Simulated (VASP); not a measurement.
# MnO in VASP: a series of runs

MnO is run at these levels: PBE; tasks: single point.

Everything below comes from runs of VASP 6.6.1. Logs are shortened: lines on timing, memory, paths and dates and some standing lists are left out, and cuts for length are marked.

## (1) The cell of the first run

The structure is hexagonal, space group P6_3/mmc (No. 194). Conventional cell: a = 3.013 Å, b = 3.013 Å, c = 5.228 Å, α = 90.00°, β = 90.00°, γ = 120.00°. Mn (site symmetry -3m) has 6 O at 2.18 Å and 8 Mn at 2.61 to 3.01 Å within 3.1 Å. O (site symmetry -6m2) has 6 Mn at 2.18 Å and 12 O at 3.01 to 3.14 Å within 3.2 Å.

## (2) Single point, PBE, collinear spin, antiferromagnetic start (10.27 Å³/atom)

Contents of INCAR:

```
PREC     = Accurate       # precision mode
ENCUT    = 520            # plane-wave cutoff, eV
EDIFF    = 1E-6           # SCF threshold, eV
ISMEAR   = 0              # smearing method
SIGMA    = 0.05           # smearing width, eV
LREAL    = F              # projectors in reciprocal space
LASPH    = T              # aspherical terms in the spheres
NELM     = 150            # most SCF steps
ALGO     = Normal         # electronic algorithm
ISIF     = 2              # what is computed and relaxed
LWAVE    = F              # write WAVECAR
LCHARG   = T              # write CHGCAR
ISPIN    = 2              # spin polarisation
MAGMOM   = 4.27 -4.27 0 0 # initial moments
LORBIT   = 11             # projections on sites
LMAXMIX  = 4              # l up to which the mixer works
GGA      = PE             # functional
LELF     = T              # ELF
LVHAR    = T            
NBANDS   = 31             # bands
```

Contents of KPOINTS:

```
Automatic mesh
0
Gamma
  12 12 8
```

Contents of POSCAR:

```
MnO
1.0
    3.0125738706      0.0000000000      0.0000000000
   -1.5062869353      2.6089655027      0.0000000000
    0.0000000000      0.0000000000      5.2278455411
Mn O
2 2
Direct
    0.0000000000      0.0000000000      0.0000000000
    0.0000000000      0.0000000000      0.5000000000
    0.3333333333      0.6666666667      0.2499999633
    0.6666666667      0.3333333333      0.7500000367
```

Potentials or basis: VASP PAW PBE potentials, release 64 (Mn_pv, O).

Command:

```bash
$ cat potpaw_PBE.64/Mn_pv/POTCAR potpaw_PBE.64/O/POTCAR > POTCAR
$ mpirun -np 1 vasp_std > vasp.out
```

OUTCAR:

```text
PREC = Accurate
   ENCUT = 520
   EDIFF = 1E-6
   ISMEAR = 0
   LREAL = F
   LASPH = T
   NELM = 150
   ISIF = 2
   ISPIN = 2
   LORBIT = 11
   GGA = PE

 ion  position               nearest neighbor table
   1  0.000  0.000  0.000-   3 2.18   4 2.18   3 2.18   4 2.18   4 2.18   3 2.18   2 2.61   2 2.61

   2  0.000  0.000  0.500-   3 2.18   4 2.18   3 2.18   4 2.18   4 2.18   3 2.18   1 2.61   1 2.61

   3  0.333  0.667  0.250-   1 2.18   1 2.18   1 2.18   2 2.18   2 2.18   2 2.18
   4  0.667  0.333  0.750-   1 2.18   1 2.18   1 2.18   2 2.18   2 2.18   2 2.18

  LATTYP: Found a hexagonal cell.
 ALAT       =     3.0125738706
 C/A-ratio  =     1.7353418590

  Lattice vectors:

 A1 = (   3.0125738706,   0.0000000000,   0.0000000000)
 A2 = (  -1.5062869353,   2.6089655027,   0.0000000000)
 A3 = (   0.0000000000,   0.0000000000,   5.2278455411)

Analysis of symmetry for initial positions (statically):
=====================================================================
 Subroutine PRICEL returns:
 Original cell was already a primitive cell.

 Routine SETGRP: Setting up the symmetry group for a
 hexagonal supercell.

 Subroutine GETGRP returns: Found 24 space group operations
 (whereof 12 operations were pure point group operations)
 out of a pool of 24 trial point group operations.

The static configuration has the point symmetry D_3d.
 The point group associated with its full space group is D_6h.

Analysis of symmetry for dynamics (positions and initial velocities):
=====================================================================
 Subroutine PRICEL returns:
 Original cell was already a primitive cell.

 Routine SETGRP: Setting up the symmetry group for a
 hexagonal supercell.

 Subroutine GETGRP returns: Found 24 space group operations
 (whereof 12 operations were pure point group operations)
 out of a pool of 24 trial point group operations.

The dynamic configuration has the point symmetry D_3d.
 The point group associated with its full space group is D_6h.

Analysis of structural, dynamic, and magnetic symmetry:
=====================================================================
 Subroutine PRICEL returns:
 Original cell was already a primitive cell.

 Routine SETGRP: Setting up the symmetry group for a
 hexagonal supercell.

 Subroutine GETGRP returns: Found 24 space group operations
 (whereof 12 operations were pure point group operations)
 out of a pool of 24 trial point group operations.

[... 130 lines left out ...]
   GGA     = PE    functional components
   LHFCALC =     F    Hartree Fock is set to
   AEXX    =    0.0000 exact exchange contribution
   IVDW    =     0    specifies the selected vdW correction
   LEPSILON=     F    determine dielectric tensor
   LRPA    =     F    only Hartree local field effects (RPA)
 spin polarized calculation
 Gauss-broadening in eV      SIGMA  =   0.05
  energy-cutoff  :      520.00
  volume of cell :       41.09
 maximum number of plane-waves:      1135
 NGX is ok and might be reduce to    24
   NGX = 11   NGY = 11   NGZ = 19

 number of electron      37.9999981 magnetization       0.0000000

 Free energy of the ion-electron system (eV)
  ---------------------------------------------------
  ext. energy  EPLUGINS =         0.00000000
  ---------------------------------------------------
  free energy    TOTEN  =       -32.81551736 eV

  energy without entropy =      -32.81551736  energy(sigma->0) =      -32.81551736

 E-fermi :   7.9726     XC(G=0): -12.2184

 val. band max:        7.7387218521   @ k =   0.5000   0.0000   0.5000
 cond. band min:       8.2690634544   @ k =   0.5000   0.0000   0.5000
 fundamental gap:      0.5303416023
 Fermi energy:         7.9726172013

 spin component 1

 k-point     1 :       0.0000    0.0000    0.0000
  band No.  band energies     occupation
      1     -42.1066      1.00000
      2     -41.9977      1.00000
      3     -41.9977      1.00000
      4     -37.6708      1.00000
      5     -37.4849      1.00000
      6     -37.4849      1.00000
[... 805 lines left out ...]
     30      21.0625      0.00000
     31      22.4790      0.00000

 [... further k-points ...]

 spin component 2

 k-point     1 :       0.0000    0.0000    0.0000
  band No.  band energies     occupation
      1     -42.1065      1.00000
      2     -41.9977      1.00000
      3     -41.9977      1.00000
      4     -37.6708      1.00000
      5     -37.4849      1.00000
      6     -37.4849      1.00000
[... 805 lines left out ...]
     30      20.7683      0.00000
     31      22.4646      0.00000

 [... further k-points ...]

------------------------ aborting loop because EDIFF is reached ----------------------------------------

  FORCE on cell =-STRESS in cart. coord.  units (eV):
  Direction    XX          YY          ZZ          XY          YZ          ZX
  --------------------------------------------------------------------------------------
  -------------------------------------------------------------------------------------
  Total        2.2339764      2.2339764      2.2827809      0.0000000      0.0000000     -0.0000000
  in kB       87.1084683     87.1084683     89.0114817      0.0000000      0.0000000     -0.0000000
  external PRESSURE =      87.7428061 kB  Pullay stress =       0.0000000 kB

 VOLUME and BASIS-vectors are now :
 -----------------------------------------------------------------------------
  energy-cutoff  :      520.00
  volume of cell :       41.09
      direct lattice vectors                 reciprocal lattice vectors
     3.012573871  0.000000000  0.000000000     0.331942068  0.191646842  0.000000000
    -1.506286935  2.608965503  0.000000000     0.000000000  0.383293684  0.000000000
     0.000000000  0.000000000  5.227845541     0.000000000  0.000000000  0.191283387

 POSITION                                       TOTAL-FORCE (eV/Angst)
 -----------------------------------------------------------------------------------
      0.00000      0.00000      0.00000         0.000000      0.000000      0.000000
      0.00000      0.00000      2.61392         0.000000      0.000000      0.000000
     -0.00000      1.73931      1.30696        -0.000000      0.000000      0.000000
      1.50629      0.86966      3.92088         0.000000     -0.000000     -0.000000
 -----------------------------------------------------------------------------------
    total drift:                                0.000000     -0.000000     -0.000000

  FREE ENERGIE OF THE ION-ELECTRON SYSTEM (eV)
  ---------------------------------------------------
  free  energy   TOTEN  =       -32.8155173619 eV

  energy  without entropy=      -32.8155173619  energy(sigma->0) =      -32.81551736

 total charge

# of ion       s       p       d       tot
------------------------------------------
    1        0.219   6.209   5.045  11.474
    2        0.219   6.209   5.045  11.474
    3        1.563   3.431   0.000   4.994
    4        1.563   3.431   0.000   4.994
--------------------------------------------------
tot          3.564  19.281  10.091  32.936

 magnetization (x)

# of ion       s       p       d       tot
------------------------------------------
    1        0.013   0.011   4.122   4.146
    2       -0.013  -0.011  -4.122  -4.146
    3        0.000   0.000   0.000   0.000
    4        0.000   0.000   0.000   0.000
--------------------------------------------------
tot          0.000   0.000  -0.000  -0.000
```

OSZICAR:

```text
N       E                     dE             d eps       ncg     rms          rms(c)
DAV:   1     0.440855789156E+03    0.44086E+03   -0.21026E+04 12140   0.153E+03
DAV:   2    -0.391043467327E+01   -0.44477E+03   -0.41785E+03 12291   0.451E+02
DAV:   3    -0.367490752660E+02   -0.32839E+02   -0.32287E+02 13236   0.132E+02
DAV:   4    -0.372076528643E+02   -0.45858E+00   -0.45818E+00 12431   0.164E+01
DAV:   5    -0.372127760205E+02   -0.51232E-02   -0.51231E-02 13271   0.177E+00    0.211E+01
DAV:   6    -0.331411625403E+02    0.40716E+01   -0.16861E+01 14273   0.421E+01    0.172E+01
DAV:   7    -0.328298118982E+02    0.31135E+00   -0.28019E+00 12635   0.202E+01    0.114E+01
DAV:   8    -0.328318241628E+02   -0.20123E-02   -0.37796E-01 13061   0.364E+00    0.651E+00
DAV:   9    -0.328136281362E+02    0.18196E-01   -0.34794E-02 14284   0.248E+00    0.137E+00
DAV:  10    -0.328150263001E+02   -0.13982E-02   -0.17422E-02 12228   0.134E+00    0.172E-01
DAV:  11    -0.328154256198E+02   -0.39932E-03   -0.67065E-04 12914   0.201E-01    0.984E-02
DAV:  12    -0.328154930683E+02   -0.67449E-04   -0.48154E-05 12732   0.554E-02    0.451E-02
DAV:  13    -0.328155135769E+02   -0.20509E-04   -0.11490E-05 12767   0.392E-02    0.155E-02
DAV:  14    -0.328155165051E+02   -0.29282E-05   -0.58159E-06 12291   0.217E-02    0.472E-03
DAV:  15    -0.328155173619E+02   -0.85676E-06   -0.95559E-07  8068   0.665E-03
   1 F= -.32815517E+02 E0= -.32815517E+02  d E =-.230175E-13  mag=     0.0000
```

It took 1.9 min on 1 thread of AMD EPYC 9R45 (Zen 5), shared host; peak memory 0.26 GiB.

What came out:

```
Free energy                                           : -32.8155 eV
Pressure                                              : 8.8 GPa
Band gap on the k mesh                                : 0.53 eV
Net moment                                            : 0.00 μB per cell
Site moments                                          : Mn +4.15, -4.15; O +0.00 μB
Valence electrons inside the program's atomic spheres : Mn 11.47; O 4.99
```

Caveat: the cell stands under pressure; semilocal functionals underestimate gaps, and a narrow one can read as zero. A k mesh can miss the band edges.

## (3) Single point, PBE, collinear spin, antiferromagnetic start (10.44 Å³/atom)

This run uses another cell than the first one, of 10.44 Å³/atom.

Contents of INCAR:

```
SYSTEM = MnO
ALGO     = Normal         ! electronic algorithm
EDIFF    = 1E-6           ! SCF threshold, eV
ENCUT    = 520            ! plane-wave cutoff, eV
GGA      = PE             ! functional
ISIF     = 2              ! what is computed and relaxed
ISMEAR   = 0              ! smearing method
ISPIN    = 2              ! spin polarisation
LASPH    = .True.         ! aspherical terms in the spheres
LCHARG   = .True.         ! write CHGCAR
LELF     = .True.         ! ELF
LMAXMIX  = 4              ! l up to which the mixer works
LORBIT   = 11             ! projections on sites
LREAL    = .False.        ! projectors in reciprocal space
LVHAR    = .True.       
LWAVE    = .False.        ! write WAVECAR
MAGMOM   = 4.31 -4.31 0 0 ! initial moments
NBANDS   = 31             ! bands
NELM     = 150            ! most SCF steps
PREC     = Accurate       ! precision mode
SIGMA    = 0.05           ! smearing width, eV
```

Contents of KPOINTS:

```
k-points
0
Gamma
  12 12 8
  0 0 0
```

Contents of POSCAR:

```
MnO
1.0
    3.0310665171      0.0000000000      0.0000000000
   -1.5155332585      2.6249806044      0.0000000000
    0.0000000000      0.0000000000      5.2462218013
Mn O
2 2
Direct
    0.0000000000      0.0000000000      0.0000000000
    0.0000000000      0.0000000000      0.5000000000
    0.3333333333      0.6666666667      0.2499999378
    0.6666666667      0.3333333333      0.7500000622
```

Potentials or basis: VASP PAW PBE potentials, release 64 (Mn_pv, O).

Command:

```bash
$ cat potpaw_PBE.64/Mn_pv/POTCAR potpaw_PBE.64/O/POTCAR > POTCAR
$ mpirun -np 1 vasp_std > vasp.out
```

It took 2 min on 1 thread of AMD EPYC 9R45 (Zen 5), shared host; peak memory 0.26 GiB.

Results (log left out):

```yaml
Free_energy: -32.8468 eV
Pressure: 6.2 GPa
Band_gap_on_the_k_mesh: 0.63 eV
Net_moment: 0.00 μB per cell
Site_moments: Mn +4.17, -4.17; O +0.00 μB
Valence_electrons_inside_the_program's_atomic_spheres: Mn 11.46; O 4.99
```

Stress tensor (GPa, compression positive):
```
6.16 0.00 0.00
0.00 6.16 0.00
0.00 0.00 6.35
```

Levels at points of the mesh, in eV from the valence-band top:
Spin up:
```csv
k point,band 16,band 17,band 18,band 19,band 20,band 21,band 22,band 23
"(0.00, 0.00, 0.00)",-2.21,-2.21,-0.80,-0.80,1.03,2.04,2.04,2.12
"(0.50, 0.00, 0.00)",-1.42,-1.32,-0.48,-0.37,1.08,2.83,2.88,3.53
"(0.00, 0.00, 0.50)",-2.15,-2.09,-0.12,-0.12,1.16,1.84,1.84,3.08
"(0.50, 0.00, 0.50)",-1.42,-1.24,-0.13,0.00,0.63,2.59,2.87,3.29
```
Spin down:
```
           k point  band 16  band 17  band 18  band 19  band 20  band 21  band 22  band 23
(0.00, 0.00, 0.00)    -2.21    -2.21    -0.80    -0.80     1.03     2.04     2.04     2.12
(0.50, 0.00, 0.00)    -1.42    -1.32    -0.48    -0.37     1.08     2.83     2.88     3.53
(0.00, 0.00, 0.50)    -2.15    -2.09    -0.12    -0.12     1.16     1.84     1.84     3.08
(0.50, 0.00, 0.50)    -1.42    -1.24    -0.13     0.00     0.63     2.59     2.87     3.29
```

Caveat: the cell stands under pressure; semilocal functionals underestimate gaps, and a narrow one can read as zero.

## (4) Single point, PBE, collinear spin, antiferromagnetic start (atom 3 (O) moved 0.08 Å along y)

Contents of INCAR:

```
PREC = Accurate
ENCUT = 520
EDIFF = 1E-6
ISMEAR = 0
SIGMA = 0.05
LREAL = F
LASPH = T
NELM = 150
ALGO = Normal
ISIF = 2
LWAVE = F
LCHARG = T
ISPIN = 2
MAGMOM = 4.35 -4.35 0 0
LORBIT = 11
LMAXMIX = 4
GGA = PE
LVHAR = T
NBANDS = 31
KPAR = 4
```

Contents of KPOINTS:

```
regular mesh
0
Gamma
  12 12 8
```

Contents of POSCAR:

```
MnO
1.0
    3.0779632574      0.0000000000      0.0000000000
   -1.5389816287      2.6655943729      0.0000000000
    0.0000000000      0.0000000000      5.2995560115
Mn O
2 2
Direct
    0.0000000000      0.0000000000      0.0000000000
    0.0000000000      0.0000000000      0.5000000000
    0.3483393674      0.6966787348      0.2499993605
    0.6666666667      0.3333333333      0.7500006395
```

Command:

```bash
$ cat potpaw_PBE.64/Mn_pv/POTCAR potpaw_PBE.64/O/POTCAR > POTCAR
$ mpirun -np 4 vasp_std > vasp.out
```

Wall time 3.6 min (4 MPI ranks of Oxide Virtual Turin-like, shared host); peak memory 0.45 GiB.

It converged, with:

| Item | Value |
| --- | --- |
| Free energy | -32.8783 eV |
| Pressure | 0.2 GPa |
| Largest force | 0.105 eV/Å |
| Band gap on the k mesh | 0.84 eV |
| Net moment | 0.00 μB per cell |
| Site moments | Mn +4.22, -4.22; O +0.00 μB |
| Valence electrons inside the program's atomic spheres | Mn 11.41; O 4.97 |

Forces in eV/Å, atoms in the order of the input:
```
Mn   0.000  0.026 -0.016
Mn   0.000  0.026  0.016
O    0.000 -0.105  0.000
O    0.000  0.052  0.000
```

Stress tensor (GPa, compression positive):
```
-0.19  0.00  0.00
 0.00  0.56  0.00
 0.00  0.00  0.37
```

Levels at points of the mesh, in eV from the valence-band top:
Spin up:
```tsv
k point	band 15	band 16	band 17	band 18	band 19	band 20	band 21	band 22	band 23	band 24
(0.00, 0.00, 0.00)	-2.65	-2.13	-2.08	-0.78	-0.66	0.92	2.11	2.18	2.20	3.18
(0.50, 0.00, 0.00)	-2.82	-1.40	-1.28	-0.46	-0.35	1.18	2.88	2.93	3.47	3.63
(0.00, 0.50, 0.00)	-2.81	-1.41	-1.28	-0.54	-0.30	1.29	2.87	2.93	3.53	3.62
(0.00, 0.00, 0.50)	-2.09	-2.04	-2.00	-0.19	-0.02	1.31	1.94	2.01	3.02	3.20
(0.50, 0.00, 0.50)	-2.62	-1.40	-1.22	-0.20	0.00	0.84	2.65	2.92	3.24	3.35
(0.00, 0.50, 0.50)	-2.57	-1.41	-1.23	-0.06	-0.05	0.88	2.65	2.92	3.26	3.39
```
Spin down:
```tsv
k point	band 16	band 17	band 18	band 19	band 20	band 21	band 22	band 23
(0.00, 0.00, 0.00)	-2.13	-2.08	-0.78	-0.66	0.92	2.11	2.18	2.20
(0.50, 0.00, 0.00)	-1.40	-1.28	-0.46	-0.35	1.18	2.88	2.93	3.47
(0.00, 0.50, 0.00)	-1.41	-1.28	-0.54	-0.30	1.29	2.87	2.93	3.53
(0.00, 0.00, 0.50)	-2.04	-2.00	-0.19	-0.02	1.30	1.94	2.01	3.02
(0.50, 0.00, 0.50)	-1.40	-1.22	-0.20	0.00	0.84	2.65	2.92	3.24
(0.00, 0.50, 0.50)	-1.41	-1.23	-0.06	-0.05	0.88	2.65	2.92	3.26
```

Caveat: the cell differs from its parent crystal (atom 3 (O) moved 0.08 Å along y).

## (5) Summary

```tsv
cell	gap on the mesh (eV)	pressure (GPa)	moment (μB)
a = 3.013, b = 3.013, c = 5.228 Å, angles 90.0, 90.0, 120.0°, 4 atoms, atomic positions A	0.53	8.8	0.00
a = 3.031, b = 3.031, c = 5.246 Å, angles 90.0, 90.0, 120.0°, 4 atoms, atomic positions A	0.63	6.2	0.00
a = 3.078, b = 3.078, c = 5.300 Å, angles 90.0, 90.0, 120.0°, 4 atoms, atomic positions B	0.84	0.2	0.00
```

Alike in all rows: task single point; level PBE; potentials or basis VASP PAW PBE potentials, release 64 (Mn_pv, O); spin collinear, antiferromagnetic start; k mesh 12 × 12 × 8; cutoff (eV) 520; smearing gaussian 0.05 eV.

Caveats: the cell stands under pressure (at least some runs); semilocal functionals underestimate gaps, and a narrow one can read as zero (at least some runs).

Total energies depend on the potentials used, so only differences within one code and one set of settings carry meaning.
